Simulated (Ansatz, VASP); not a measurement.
One calculation of C, two programs

INCAR

```
SYSTEM = C
ALGO     = Normal         ! electronic algorithm
EDIFF    = 1E-7           ! SCF threshold, eV
ENCUT    = 520            ! plane-wave cutoff, eV
GGA      = PE             ! functional
ISIF     = 2              ! what is computed and relaxed
ISMEAR   = 0              ! smearing method
LASPH    = .TRUE.         ! aspherical terms in the spheres
LCHARG   = .FALSE.        ! write CHGCAR
LREAL    = .FALSE.        ! projectors in reciprocal space
LWAVE    = .FALSE.        ! write WAVECAR
NBANDS   = 11             ! bands
NELM     = 60             ! most SCF steps
PREC     = Accurate       ! precision mode
SIGMA    = 0.05           ! smearing width, eV
```

Contents of KPOINTS:

```
k-points
0
G
  12 12 12
  0 0 0
```

File POSCAR:

```
C
1.0
    0.0000000000      1.6407280000      1.8547360000
    1.6407280000      0.0000000000      1.8547360000
    1.6407280000      1.6407280000      0.0000000000
C
2
Direct
    0.5000000000      0.5000000000      0.5000000000
    0.7500000000      0.7500000000      0.7500000000
```

Input for Ansatz:

```yaml
crystal:
  lattice:
    - [0.0, 1.640728, 1.854736]
    - [1.640728, 0.0, 1.854736]
    - [1.640728, 1.640728, 0.0]
  atoms:
    - { symbol: C, position: [0.5, 0.5, 0.5] }
    - { symbol: C, position: [0.75, 0.75, 0.75] }
basis:
  ecutwfc: 420
kpoints:
  mp_grid: { grid: [12, 12, 12] }
hamiltonian:
  xc: pbe
scf:
  occupations: { method: gaussian, width: 0.05 }
output:
  forces: true
  stress: true
  eigenvalues: true
```

Change from the starting cell: strain -0.080 along x and y, +0.040 along z, atoms carried along.

Alike in both runs: task single point; functional PBE; k mesh 12 × 12 × 12; occupations gaussian, width 0.05 eV; no spin polarisation.

|  | VASP | Ansatz |
| --- | --- | --- |
| version | VASP 6.6.1 | Ansatz 0.2.0 |
| potentials or method | VASP PAW PBE potentials, release 64 (C), cutoff 520 eV | scalar-relativistic, plane waves, PAW |
| valence electrons in the cell | 8 | 8 |

|  | VASP | Ansatz | Ansatz less VASP |
| --- | --- | --- | --- |
| gap on the k mesh at the Fermi level (eV) | 2.77 | 2.79 | +0.014 |
| least direct gap on the mesh (eV) | 4.80 | 4.81 | +0.009 |
| pressure (GPa) | 73.7 | 72.5 | -1.18 |
| traceless stress, the component that is largest in VASP (GPa) | -97.43 | -97.54 | -0.111 |

Both programs put the cell under a high pressure, so it lies far from rest at this level. The functional is the same, so the differences come from potentials, cutoffs and numerics.

Noted on VASP's run: the cell as given lies far from equilibrium.
